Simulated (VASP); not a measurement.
# InP (F-43m) in VASP: further runs

The runs below take InP through single point, with B3LYP.

Everything below comes from runs of VASP 6.6.1. Logs are shortened: lines on timing, memory, paths and dates and some standing lists are left out, and cuts for length are marked.

### Step 1. The cell of the first run

It takes space group F-43m (No. 216, cubic). The conventional cell has a = 5.938 Å, b = 5.938 Å, c = 5.938 Å, α = 90.00°, β = 90.00°, γ = 90.00°. Within 3.4 Å of In (site symmetry -43m) lie 4 P at 2.57 Å. P (site symmetry -43m) has 4 In at 2.57 Å within 3.4 Å.

### Step 2. Single point, B3LYP

Contents of POSCAR:

```
InP
1.0
    0.0000000000      2.9690636329      2.9690636329
    2.9690636329      0.0000000000      2.9690636329
    2.9690636329      2.9690636329      0.0000000000
In P
1 1
Direct
    0.0000000000      0.0000000000      0.0000000000
    0.7500000000      0.7500000000      0.7500000000
```

Contents of INCAR.step1:

```
PREC = Accurate ; ENCUT = 520
EDIFF = 1E-5 ; ISMEAR = -1
SIGMA = 0.05 ; LREAL = False
LASPH = True ; NELM = 100
ALGO = Normal ; ISIF = 2
LWAVE = True ; LCHARG = False
GGA = PE ; NBANDS = 16
```

Contents of INCAR.step2:

```
PREC = Accurate ; ENCUT = 520
EDIFF = 1E-6 ; ISMEAR = -1
SIGMA = 0.05 ; LREAL = False
LASPH = True ; NELM = 100
ALGO = Normal ; ISIF = 2
LWAVE = False ; LCHARG = False
GGA = B3 ; LHFCALC = True
AEXX = 0.2 ; AGGAX = 0.72
AGGAC = 0.81 ; ALDAC = 0.19
PRECFOCK = Normal ; ISTART = 1
NBANDS = 16
```

Contents of KPOINTS:

```
Automatic mesh
0
Gamma
  4 4 4
```

Potentials or basis: VASP PAW PBE potentials, release 64 (In_d, P).

Command:

```console
$ cat potpaw_PBE.64/In_d/POTCAR potpaw_PBE.64/P/POTCAR > POTCAR
$ cp INCAR.step1 INCAR
$ mpirun -np 1 vasp_std > vasp.out
$ cp INCAR.step2 INCAR
$ mpirun -np 1 vasp_std > vasp.out
```

OUTCAR:

```text
PREC = Accurate
   ENCUT = 520
   EDIFF = 1E-6
   ISMEAR = -1
   LREAL = False
   LASPH = True
   NELM = 100
   ISIF = 2
   GGA = B3
   LHFCALC = True
   AEXX = 0.2
   PRECFOCK = Normal
   ISTART = 1

 ion  position               nearest neighbor table
   1  0.000  0.000  0.000-   2 2.57   2 2.57   2 2.57   2 2.57
   2  0.750  0.750  0.750-   1 2.57   1 2.57   1 2.57   1 2.57

  LATTYP: Found a face centered cubic cell.
 ALAT       =     5.9381272658

  Lattice vectors:

 A1 = (   0.0000000000,   2.9690636329,   2.9690636329)
 A2 = (   2.9690636329,   0.0000000000,   2.9690636329)
 A3 = (   2.9690636329,   2.9690636329,   0.0000000000)

Analysis of symmetry for initial positions (statically):
=====================================================================
 Subroutine PRICEL returns:
 Original cell was already a primitive cell.

 Routine SETGRP: Setting up the symmetry group for a
 face centered cubic supercell.

 Subroutine GETGRP returns: Found 24 space group operations
 (whereof 24 operations were pure point group operations)
 out of a pool of 48 trial point group operations.

The static configuration has the point symmetry T_d .

Analysis of symmetry for dynamics (positions and initial velocities):
=====================================================================
 Subroutine PRICEL returns:
 Original cell was already a primitive cell.

 Routine SETGRP: Setting up the symmetry group for a
 face centered cubic supercell.

 Subroutine GETGRP returns: Found 24 space group operations
 (whereof 24 operations were pure point group operations)
 out of a pool of 48 trial point group operations.

The dynamic configuration has the point symmetry T_d .

 Subroutine INISYM returns: Found 24 space group operations
 (whereof 24 operations are pure point group operations),
 and found     1 'primitive' translations

----------------------------------------------------------------------------------------

                                     Primitive cell

  volume of cell :      52.3466
[... 70 lines left out ...]
   ENCUT  =  520.0 eV  38.22 Ry    6.18 a.u.   7.81  7.81  7.81*2*pi/ulx,y,z
   NELM   =    100;   NELMIN=  2; NELMDL=  0     # of ELM steps
   EDIFF  = 0.1E-05   stopping-criterion for ELM
   LREAL  =      F    real-space projection
   EDIFFG = 0.1E-04   stopping-criterion for IOM
   NSW    =      0    number of steps for IOM
   IBRION =     -1    ionic relax: 0-MD 1-quasi-New 2-CG
   NFREE  =      0    steps in history (QN), initial steepest desc. (CG)
   ISIF   =      2    stress and relaxation
   ISYM   =      3    0-nonsym 1-usesym 2-fastsym
   POTIM  = 0.5000    time-step for ionic-motion
   TEBEG  =    0.0;   TEEND  =   0.0 temperature during run
   PSTRESS=    0.0 pullay stress
   NELECT =      18.0000    total number of electrons
   NUPDOWN=      -1.0000    fix difference up-down
   EMIN   =  10.00;   EMAX   =-10.00  energy-range for DOS
   EFERMI =   0.00;   METHOD = LEGACY
   ISMEAR =    -1;   SIGMA  =   0.05  broadening in eV -4-tet -1-fermi 0-gaus
   EFERMI_NEDOS =   21; number of points for ismear=-14 and -15
   IALGO  =     38    algorithm
   IMIX   =      1    mixing-type and parameters
     AMIX     =   0.40;   BMIX     =  1.00
     AMIX_MAG =   1.60;   BMIX_MAG =  1.00
  volume/ion in A,a.u.               =      26.17       176.63
  Fermi-wavevector in a.u.,A,eV,Ry     =   1.146928  2.167380 17.897701  1.315444
  Thomas-Fermi vector in A             =   2.283610
   LORBIT       =      0    0 simple, 1 ext, 2 COOP (PROOUT), +10 PAW based schemes
   GGA     = B3    functional components
   LHFCALC =     T    Hartree Fock is set to
   PRECFOCK=normal    Normal, Fast or Accurate (Low or Medium for compatibility)
   ENCUT4O =  -1.0   cutoff for four orbital integrals eV
   NKREDX  =     1    reduce k-point grid by
   NKREDY  =     1    reduce k-point grid by
   NKREDZ  =     1    reduce k-point grid by
   AEXX    =    0.2000 exact exchange contribution
   HFSCREEN=    0.0000 screening length (either q_TF or 0.3 A-1)
   HFSCREENC=   0.0000 screening length for correlation (either q_TF or 0.3 A-1)
   ENCUTFOCK=  -1.0 apply spherical cutoff to Coloumb kernel
   IVDW    =     0    specifies the selected vdW correction
   LEPSILON=     F    determine dielectric tensor
   LRPA    =     F    only Hartree local field effects (RPA)
 non-spin polarized calculation
  energy-cutoff  :      520.00
  volume of cell :       52.35
 maximum number of plane-waves:      1424
  NGX = 24; NGY = 24; NGZ = 24

 number of electron      18.0000007 magnetization

 Free energy of the ion-electron system (eV)
  ---------------------------------------------------
  ext. energy  EPLUGINS =         0.00000000
  ---------------------------------------------------
  free energy    TOTEN  =        -9.21848925 eV

  energy without entropy =       -9.21848924  energy(sigma->0) =       -9.21848925

 E-fermi :   5.2054     XC(G=0):  -7.2321

 val. band max:        4.3814303180   @ k =   0.0000   0.0000   0.0000
 cond. band min:       5.9747766830   @ k =   0.0000   0.0000   0.0000
 fundamental gap:      1.5933463651
 Fermi energy:         5.2054140826

 k-point     1 :       0.0000    0.0000    0.0000
  band No.  band energies     occupation
      1     -11.2183      2.00000
      2     -11.2183      2.00000
      3     -11.2183      2.00000
      4     -11.0762      2.00000
      5     -11.0762      2.00000
      6      -7.8868      2.00000
[... 129 lines left out ...]
      3     -11.1330      2.00000
      4     -11.0942      2.00000
      5     -11.0639      2.00000
      6      -5.4671      2.00000
[... 8 lines left out ...]
     15      17.2322      0.00000
     16      17.8220      0.00000

------------------------ aborting loop because EDIFF is reached ----------------------------------------

  FORCE on cell =-STRESS in cart. coord.  units (eV):
  Direction    XX          YY          ZZ          XY          YZ          ZX
  --------------------------------------------------------------------------------------
  -------------------------------------------------------------------------------------
  Total        0.4994871      0.4994871      0.4994871     -0.0000000      0.0000000     -0.0000000
  in kB       15.2878491     15.2878491     15.2878491     -0.0000000      0.0000000     -0.0000000
  external PRESSURE =      15.2878491 kB  Pullay stress =       0.0000000 kB

 VOLUME and BASIS-vectors are now :
 -----------------------------------------------------------------------------
  energy-cutoff  :      520.00
  volume of cell :       52.35
      direct lattice vectors                 reciprocal lattice vectors
     0.000000000  2.969063633  2.969063633    -0.168403262  0.168403262  0.168403262
     2.969063633  0.000000000  2.969063633     0.168403262 -0.168403262  0.168403262
     2.969063633  2.969063633  0.000000000     0.168403262  0.168403262 -0.168403262

 POSITION                                       TOTAL-FORCE (eV/Angst)
 -----------------------------------------------------------------------------------
      0.00000      0.00000      0.00000        -0.000000     -0.000000     -0.000000
      4.45360      4.45360      4.45360         0.000000      0.000000      0.000000
 -----------------------------------------------------------------------------------
    total drift:                                0.000000      0.000024     -0.000006

  FREE ENERGIE OF THE ION-ELECTRON SYSTEM (eV)
  ---------------------------------------------------
  free  energy   TOTEN  =        -9.2184892506 eV

  energy  without entropy=       -9.2184892395  energy(sigma->0) =       -9.21848925
```

OUTCAR.step1:

```text
PREC = Accurate
   ENCUT = 520
   EDIFF = 1E-5
   ISMEAR = -1
   LREAL = False
[... 354 lines left out ...]
      0.00000      0.00000      0.00000        -0.000000     -0.000000      0.000000
      4.45360      4.45360      4.45360         0.000000      0.000000     -0.000000
 -----------------------------------------------------------------------------------
    total drift:                                0.000000      0.000000      0.000000

  FREE ENERGIE OF THE ION-ELECTRON SYSTEM (eV)
  ---------------------------------------------------
  free  energy   TOTEN  =        -8.2985871799 eV

  energy  without entropy=       -8.2983374103  energy(sigma->0) =       -8.29846230
```

Wall time 4.1 min (1 thread of Intel Xeon Platinum 8375C at 2.90GHz (Ice Lake), shared host); peak memory 0.18 GiB.

What came out:

```yaml
Free_energy: -9.2185 eV
Pressure: 1.5 GPa
Band_gap_on_the_k_mesh: 1.59 eV, direct
```

Caveat: the k points lie up to 0.46 Å⁻¹ apart; the PAW data sets were made with another functional, which shifts forces and pressure a little; spin-orbit coupling is left out, which moves the levels of the heavy elements.

### Step 3. Single point, B3LYP

This run uses another cell than the first one, of 26.68 Å³/atom, 1.019 times its volume.

Contents of POSCAR:

```
InP
1.0
    0.0000000000      2.9879753761      2.9879753761
    2.9879753761      0.0000000000      2.9879753761
    2.9879753761      2.9879753761      0.0000000000
In P
1 1
Direct
    0.0000000000      0.0000000000      0.0000000000
    0.7500000000      0.7500000000      0.7500000000
```

Contents of INCAR.step1:

```
  PREC = Accurate
  ENCUT = 520
  EDIFF = 1E-5
  ISMEAR = -1
  SIGMA = 0.05
  LREAL = F
  LASPH = T
  NELM = 80
  ALGO = Normal
  ISIF = 2
  LWAVE = T
  LCHARG = F
  GGA = PE
  NBANDS = 16
```

Contents of INCAR.step2:

```
  PREC = Accurate
  ENCUT = 520
  EDIFF = 1E-7
  ISMEAR = -1
  SIGMA = 0.05
  LREAL = F
  LASPH = T
  NELM = 80
  ALGO = Normal
  ISIF = 2
  LWAVE = F
  LCHARG = F
  GGA = B3
  LHFCALC = T
  AEXX = 0.2
  AGGAX = 0.72
  AGGAC = 0.81
  ALDAC = 0.19
  PRECFOCK = Normal
  ISTART = 1
  NBANDS = 16
```

Contents of KPOINTS:

```
regular mesh
0
Gamma
  4 4 4
```

Potentials or basis: VASP PAW PBE potentials, release 64 (In_d, P).

Command:

```console
$ cat potpaw_PBE.64/In_d/POTCAR potpaw_PBE.64/P/POTCAR > POTCAR
$ cp INCAR.step1 INCAR
$ mpirun -np 1 vasp_std > vasp.out
$ cp INCAR.step2 INCAR
$ mpirun -np 1 vasp_std > vasp.out
```

Run time: 5.2 min. Hardware: 1 thread of Intel Xeon Platinum 8375C at 2.90GHz (Ice Lake), shared host; peak memory 0.18 GiB.

Results (log left out):

```
Free energy            : -9.2248 eV
Pressure               : 0.3 GPa
Band gap on the k mesh : 1.47 eV, direct
```

Levels at points of the mesh, in eV from the valence-band top:
| k point | band 5 | band 6 | band 7 | band 8 | band 9 | band 10 | band 11 | band 12 | band 13 | band 14 |
| --- | --- | --- | --- | --- | --- | --- | --- | --- | --- | --- |
| (0.00, 0.00, 0.00) | -15.44 | -12.14 | 0.00 | 0.00 | 0.00 | 1.47 | 5.34 | 5.34 | 5.34 | 9.82 |
| (0.50, 0.00, 0.00) | -15.43 | -10.51 | -5.87 | -0.96 | -0.96 | 2.50 | 6.11 | 6.11 | 8.43 | 10.75 |
| (0.50, 0.50, 0.00) | -15.42 | -9.87 | -5.97 | -2.30 | -2.30 | 3.02 | 3.47 | 10.41 | 10.78 | 10.78 |

Caveat: the k points lie up to 0.46 Å⁻¹ apart; the PAW data sets were made with another functional, which shifts forces and pressure a little; spin-orbit coupling is left out, which moves the levels of the heavy elements.
